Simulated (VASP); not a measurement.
Here is a VASP 6.6.1 calculation.

INCAR

```
  PREC = Accurate
  ENCUT = 520
  EDIFF = 1E-7
  ISMEAR = -1
  SIGMA = 0.02
  LREAL = F
  LASPH = T
  NELM = 60
  ALGO = Normal
  ISIF = 2
  LWAVE = F
  LCHARG = F
  GGA = PE
  NBANDS = 11
```

Contents of KPOINTS:

```
regular mesh
0
Gamma
  10 10 10
```

Contents of POSCAR:

```
MgO
1.0
    0.0000000000      2.1021674168      2.1095250028
    2.1021674168      0.0000000000      2.1095250028
    2.1021674168      2.1021674168      0.0000000000
Mg O
1 1
Direct
    0.0000000000      0.0000000000      0.0000000000
    0.5000000000      0.5000000000      0.5000000000
```

Potentials or basis: VASP PAW PBE potentials, release 64 (Mg, O).

Command:

```console
$ cat potpaw_PBE.64/Mg/POTCAR potpaw_PBE.64/O/POTCAR > POTCAR
$ mpirun -np 1 vasp_std > vasp.out
```

Task: Predict the band gap on the k mesh.

Result: 4.74 eV, direct.

Task: Estimate the pressure.

Result: 4.3 GPa.

Stress tensor (GPa, compression positive):
```
4.56 0.00 0.00
0.00 4.56 0.00
0.00 0.00 3.81
```

Caveat: the cell differs from its parent crystal (uniaxial z strain +0.3%).
